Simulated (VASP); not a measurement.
# ZrO2 (Fm-3m) in VASP: a series of runs, part 2 of 2

VASP 6.6.1. Earlier steps stand in the parts before.

## (3) Relaxation of cell and atoms, r2SCAN+rVV10

This run uses another cell than the first one, of 10.82 Å³/atom, 0.991 times its volume.

The input, POSCAR:

```
ZrO2
1.0
    0.0000000000      2.5320828484      2.5320828484
    2.5320828484      0.0000000000      2.5320828484
    2.5320828484      2.5320828484      0.0000000000
Zr O
1 2
Direct
    0.0000000000      0.0000000000      0.0000000000
    0.2500000000      0.2500000000      0.2500000000
    0.7500000000      0.7500000000      0.7500000000
```

The input, INCAR.step1:

```
PREC     = Accurate       # precision mode
ENCUT    = 660            # plane-wave cutoff, eV
ISMEAR   = -1             # smearing method
SIGMA    = 0.03           # smearing width, eV
LREAL    = False          # projectors in reciprocal space
LASPH    = True           # aspherical terms in the spheres
NELM     = 120            # most SCF steps
GGA      = PE             # functional
ALGO     = Normal         # electronic algorithm
EDIFF    = 1E-5           # SCF threshold, eV
LWAVE    = True           # write WAVECAR
LCHARG   = False          # write CHGCAR
GGA_COMPAT= False        
IBRION   = 2              # ionic algorithm
ISIF     = 3              # what is computed and relaxed
EDIFFG   = -0.005         # ionic threshold
NELMIN   = 4            
NSW      = 100            # ionic steps
```

The input, INCAR.step2:

```
PREC     = Accurate       # precision mode
ENCUT    = 660            # plane-wave cutoff, eV
EDIFF    = 1E-7           # SCF threshold, eV
ISMEAR   = -1             # smearing method
SIGMA    = 0.03           # smearing width, eV
LREAL    = False          # projectors in reciprocal space
LASPH    = True           # aspherical terms in the spheres
NELM     = 120            # most SCF steps
ALGO     = Normal         # electronic algorithm
ISIF     = 3              # what is computed and relaxed
LWAVE    = False          # write WAVECAR
LCHARG   = False          # write CHGCAR
METAGGA  = R2SCAN         # meta-GGA
LMIXTAU  = True         
LUSE_VDW = True         
IVDW_NL  = 2            
BPARAM   = 11.95        
CPARAM   = 0.0093       
IBRION   = 2              # ionic algorithm
NSW      = 100            # ionic steps
EDIFFG   = -0.01          # ionic threshold
ISTART   = 1            
GGA_COMPAT= False        
NELMIN   = 4
```

The input, KPOINTS:

```
regular mesh
0
Gamma
  8 8 8
```

Potentials or basis: VASP PAW PBE potentials, release 64 (Zr_sv, O).

The run is started by

```sh
$ cat potpaw_PBE.64/Zr_sv/POTCAR potpaw_PBE.64/O/POTCAR > POTCAR
$ cp INCAR.step1 INCAR
$ mpirun -np 1 vasp_std > vasp.out
$ cp INCAR.step2 INCAR
$ mpirun -np 1 vasp_std > vasp.out
```

OUTCAR:

```text
PREC = Accurate
   ENCUT = 660
   EDIFF = 1E-7
   ISMEAR = -1
   LREAL = False
   LASPH = True
   NELM = 120
   ISIF = 3
   METAGGA = R2SCAN
   IVDW_NL = 2
   BPARAM = 11.95
   IBRION = 2
   NSW = 100
   EDIFFG = -0.01
   ISTART = 1
   NELMIN = 4

 ion  position               nearest neighbor table
   1  0.000  0.000  0.000-   3 2.19   3 2.19   3 2.19   2 2.19   3 2.19   2 2.19   2 2.19   2 2.19

   2  0.250  0.250  0.250-   1 2.19   1 2.19   1 2.19   1 2.19
   3  0.750  0.750  0.750-   1 2.19   1 2.19   1 2.19   1 2.19

  LATTYP: Found a face centered cubic cell.
 ALAT       =     5.0641656968

  Lattice vectors:

 A1 = (   0.0000000000,   2.5320828484,   2.5320828484)
 A2 = (   2.5320828484,   0.0000000000,   2.5320828484)
 A3 = (   2.5320828484,   2.5320828484,   0.0000000000)

Analysis of symmetry for initial positions (statically):
=====================================================================
 Subroutine PRICEL returns:
 Original cell was already a primitive cell.
[... 174 lines left out ...]

  energy without entropy =      -45.34174326  energy(sigma->0) =      -45.34174326

------------------------ aborting loop because EDIFF is reached ----------------------------------------

  FORCE on cell =-STRESS in cart. coord.  units (eV):
  Direction    XX          YY          ZZ          XY          YZ          ZX
  --------------------------------------------------------------------------------------
  -------------------------------------------------------------------------------------
  Total        0.5257360      0.5257360      0.5257360      0.0000000      0.0000000      0.0000000
  in kB       25.9426630     25.9426630     25.9426630      0.0000000      0.0000000      0.0000000
  external PRESSURE =      25.9426630 kB  Pullay stress =       0.0000000 kB
[... 61 lines left out ...]
--------------------------------------- Ionic step        3  -------------------------------------------

 number of electron      23.9999996 magnetization

 Free energy of the ion-electron system (eV)
  ---------------------------------------------------
  ext. energy  EPLUGINS =         0.00000000
  ---------------------------------------------------
  free energy    TOTEN  =       -45.34421970 eV

  energy without entropy =      -45.34421970  energy(sigma->0) =      -45.34421970

 E-fermi :   7.5594     XC(G=0): -12.6240

 val. band max:        6.9645568335   @ k =   0.5000   0.5000   0.0000
 cond. band min:      10.8432592658   @ k =   0.0000   0.0000   0.0000
 fundamental gap:      3.8787024323
 Fermi energy:         7.5593583982

 k-point     1 :       0.0000    0.0000    0.0000
  band No.  band energies     occupation
      1     -42.5686      2.00000
      2     -19.6674      2.00000
      3     -19.6674      2.00000
      4     -19.6674      2.00000
      5     -12.2609      2.00000
      6      -9.7028      2.00000
[... 433 lines left out ...]
      3     -19.9690      2.00000
      4     -19.7815      2.00000
      5     -10.8869      2.00000
      6     -10.2399      2.00000
[... 8 lines left out ...]
     15      13.7045      0.00000
     16      14.9023      0.00000

 [... further k-points ...]
[... 5 lines left out ...]
  --------------------------------------------------------------------------------------
  -------------------------------------------------------------------------------------
  Total       -0.0011676     -0.0011676     -0.0011676     -0.0000000      0.0000000     -0.0000000
  in kB       -0.0570651     -0.0570651     -0.0570651     -0.0000000      0.0000000     -0.0000000
  external PRESSURE =      -0.0570651 kB  Pullay stress =       0.0000000 kB
[... 18 lines left out ...]
  FREE ENERGIE OF THE ION-ELECTRON SYSTEM (eV)
  ---------------------------------------------------
  free  energy   TOTEN  =       -45.3442196965 eV

  energy  without entropy=      -45.3442196965  energy(sigma->0) =      -45.34421970

 reached required accuracy - stopping structural energy minimisation
```

Wall time 6.5 min (1 thread of Intel Xeon 6975P-C, shared host); peak memory 0.3 GiB.

Results:

* Free energy: -45.3442 eV
* Relaxed volume: 10.93 Å³/atom
* Relaxed cell: a = 3.592 Å, b = 3.592 Å, c = 3.592 Å, α = 60.00°, β = 60.00°, γ = 60.00°
* Space group after relaxing (to 0.05 Å): Fm-3m (No. 225)
* Energy gained by relaxing: 0.8 meV/atom
* Ionic steps: 3
* Pressure after relaxing: 0.0 GPa
* Band gap on the k mesh: 3.88 eV, indirect (least direct gap 4.27 eV)

The path:
| step | energy change (eV) | largest force (eV/Å) | pressure (GPa) | volume (Å³) |
| --- | --- | --- | --- | --- |
| 1 | 0.0000 | 0.0000 | 2.59 | 32.47 |
| 2 | 0.0041 | 0.0000 | -3.99 | 33.30 |
| 3 | -0.0025 | 0.0000 | -0.01 | 32.78 |

Final structure:
```xyz
3
Lattice="0.0000 2.5402 2.5402 2.5402 0.0000 2.5402 2.5402 2.5402 0.0000" Properties=species:S:1:pos:R:3 pbc="T T T"
Zr    0.0000    0.0000    0.0000
O     1.2701    1.2701    1.2701
O     3.8103    3.8103    3.8103
```

Levels at points of the mesh, in eV from the valence-band top:
| k point | band 9 | band 10 | band 11 | band 12 | band 13 | band 14 | band 15 | band 16 |
| --- | --- | --- | --- | --- | --- | --- | --- | --- |
| (0.00, 0.00, 0.00) | -5.36 | -0.55 | -0.55 | -0.55 | 3.88 | 3.88 | 7.12 | 10.06 |
| (0.50, 0.00, 0.00) | -2.62 | -2.51 | -1.69 | -1.69 | 4.50 | 4.50 | 6.68 | 9.12 |
| (0.50, 0.50, 0.00) | -3.24 | -1.53 | -1.53 | 0.00 | 4.27 | 5.28 | 6.44 | 7.88 |

Caveat: the PAW data sets were made with another functional, which shifts forces and pressure a little. A k mesh can miss the band edges.
